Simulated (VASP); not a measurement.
Rh: single point with r2SCAN

Rh:

```
Rh
1.0
     0.00000    1.95860    1.93007
     1.95860    0.00000    1.93007
     1.95860    1.95860    0.00000
Rh
1
Direct
  0.00000 0.00000 0.00000
```

This cell differs from its parent crystal: strain +0.030 along x and y, +0.015 along z.

```yaml
Program: VASP 6.6.1
Task: single point
Functional: r2SCAN
Potentials_or_basis: VASP PAW PBE potentials, release 64 (Rh_pv)
Cutoff: 520 eV
k_mesh: 22 × 22 × 22
Occupations: gaussian, width 0.15 eV
Spin: no spin polarisation
```

```
Pressure               : -16.8 GPa
Band gap on the k mesh : zero (an odd number of electrons rules out a gap without spin polarisation)
```

Stress tensor (GPa, compression positive):
```
-17.72   0.00   0.00
  0.00 -17.72   0.00
  0.00   0.00 -14.86
```

Levels at points of the mesh, in eV from the Fermi level:
| k point | band 4 | band 5 | band 6 | band 7 | band 8 | band 9 | band 10 | band 11 |
| --- | --- | --- | --- | --- | --- | --- | --- | --- |
| (0.00, 0.00, 0.00) | -7.61 | -2.86 | -2.86 | -2.72 | -1.05 | -0.87 | 16.75 | 17.50 |
| (0.50, 0.00, 0.00) | -5.71 | -2.99 | -2.84 | 0.48 | 0.56 | 1.00 | 8.34 | 16.28 |
| (0.50, 0.50, 0.00) | -5.84 | -5.51 | 0.44 | 0.93 | 0.93 | 3.60 | 12.21 | 13.37 |
| (0.50, 0.00, 0.50) | -5.84 | -5.50 | 0.45 | 0.86 | 0.98 | 3.29 | 11.81 | 13.58 |

Wall time 10 min on 1 thread of Intel Xeon 8259CL, on a shared host, peak memory 0.26 GiB.

Caveat: the cell differs from its parent crystal (strain +0.030 along x and y, +0.015 along z); the cell stands under tension; an empty level that is flat over the whole mesh can mark a ghost state of the potentials, or a narrow d or f band; the PAW data sets were made with another functional, which shifts forces and pressure a little.
